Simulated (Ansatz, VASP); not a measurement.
# One calculation of Ga, two programs

```
Ga
1.0
     1.35477   -3.94430    0.00000
     1.35477    3.94430    0.00000
    -0.11505    0.00000    3.26195
Ga
2
Direct
  0.13100 0.86900 0.75000
  0.86900 0.13100 0.25000
```

Change from the starting cell: volume scaled by 0.94.

Alike in both runs: task single point; functional LDA; k mesh 10 × 10 × 8; occupations fermi-dirac, width 0.05 eV; no spin polarisation.

```csv
,VASP,Ansatz
version,VASP 6.6.1,Ansatz 0.2.0
potentials or method,"VASP PAW LDA potentials, release 64 (Ga_d), cutoff 520 eV","all-electron LAPW, scalar-relativistic"
```

```csv
,VASP,Ansatz,Ansatz less VASP
gap on the k mesh at the Fermi level (eV),none,none,-
pressure (GPa),-0.5,-0.5,-0.03
"traceless stress, the component that is largest in VASP (GPa)",0.71,0.69,-0.014
rms of the force components (eV/Å),0.121,0.119,-0.0018
```

LDA's correlation is that of Perdew and Zunger in VASP and of Perdew and Wang (1992) in Ansatz. Atom by atom the forces differ by 0.002 eV/Å (rms over components). A gap of «none» marks a metal or a gap that the smearing closes. Ansatz ran all-electron here, and VASP with PAW potentials.
